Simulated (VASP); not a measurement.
Here is a VASP 6.6.1 calculation.

File INCAR:

```
SYSTEM = Sc
PREC = Accurate
ENCUT = 520
EDIFF = 1E-7
ISMEAR = -1
SIGMA = 0.05
LREAL = .False.
LASPH = .True.
NELM = 100
ALGO = Normal
ISIF = 2
LWAVE = .False.
LCHARG = .False.
GGA = CA
NBANDS = 12
```

File KPOINTS:

```
Automatic mesh
0
Gamma
  15 15 15
  0 0 0
```

File POSCAR:

```
Sc
1.0
    2.8453144963      0.0000000000      0.0000000000
    0.0000000000      2.8453144963      0.0000000000
    0.0000000000      0.0000000000      2.8453144963
Sc
1
Direct
    0.0000000000      0.0000000000      0.0000000000
```

Potentials or basis: VASP PAW LDA potentials, release 64 (Sc_sv).

Command:

```bash
$ cat potpaw_LDA.64/Sc_sv/POTCAR > POTCAR
$ mpirun -np 1 vasp_std > vasp.out
```

**Question.** Estimate the pressure.

**Answer.** 0.1 GPa.
